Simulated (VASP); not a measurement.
A run of VASP 6.6.1 is set up as follows.

File POSCAR:

```
GaP
1.0
    0.0000000000      2.7253992874      2.7799072732
    2.7253992874      0.0000000000      2.7799072732
    2.7253992874      2.7253992874      0.0000000000
Ga P
1 1
Direct
    0.0000000000      0.0000000000      0.0000000000
    0.2500000000      0.2500000000      0.2500000000
```

Contents of INCAR.step1:

```
PREC     = Accurate       # precision mode
ENCUT    = 520            # plane-wave cutoff, eV
EDIFF    = 1E-5           # SCF threshold, eV
ISMEAR   = 0              # smearing method
SIGMA    = 0.01           # smearing width, eV
LREAL    = F              # projectors in reciprocal space
LASPH    = T              # aspherical terms in the spheres
NELM     = 80             # most SCF steps
ALGO     = Normal         # electronic algorithm
ISIF     = 2              # what is computed and relaxed
LWAVE    = T              # write WAVECAR
NBANDS   = 16             # bands
GGA      = PE             # functional
```

File INCAR.step2:

```
PREC     = Accurate       # precision mode
ENCUT    = 520            # plane-wave cutoff, eV
EDIFF    = 1E-6           # SCF threshold, eV
ISMEAR   = 0              # smearing method
SIGMA    = 0.01           # smearing width, eV
LREAL    = F              # projectors in reciprocal space
LASPH    = T              # aspherical terms in the spheres
NELM     = 80             # most SCF steps
ALGO     = Normal         # electronic algorithm
ISIF     = 2              # what is computed and relaxed
LWAVE    = F              # write WAVECAR
LCHARG   = T              # write CHGCAR
GGA      = PE             # functional
LHFCALC  = T              # exact exchange
HFSCREEN = 0.2079         # screening, 1/A
PRECFOCK = Normal       
LELF     = T              # ELF
LVHAR    = T            
NBANDS   = 16             # bands
ISTART   = 1
```

The input KPOINTS:

```
regular mesh
0
Gamma
  6 6 6
```

Potentials or basis: VASP PAW PBE potentials, release 64 (Ga_d, P).

The run is started by

```bash
$ cat potpaw_PBE.64/Ga_d/POTCAR potpaw_PBE.64/P/POTCAR > POTCAR
$ cp INCAR.step1 INCAR
$ mpirun -np 1 vasp_std > vasp.out
$ cp INCAR.step2 INCAR
$ mpirun -np 1 vasp_std > vasp.out
```

Problem. Predict the band gap on the k mesh.

Solution. 2.25 eV (least direct gap 2.57 eV).

Problem. Predict the pressure.

Solution. -1.2 GPa.

Stress tensor (GPa, compression positive):
```
-0.60  0.00  0.00
 0.00 -0.60  0.00
 0.00  0.00 -2.28
```

Caveat: the cell differs from its parent crystal (uniaxial z strain +2.0%); the PAW data sets were made with another functional, which shifts forces and pressure a little. A k mesh can miss the band edges.
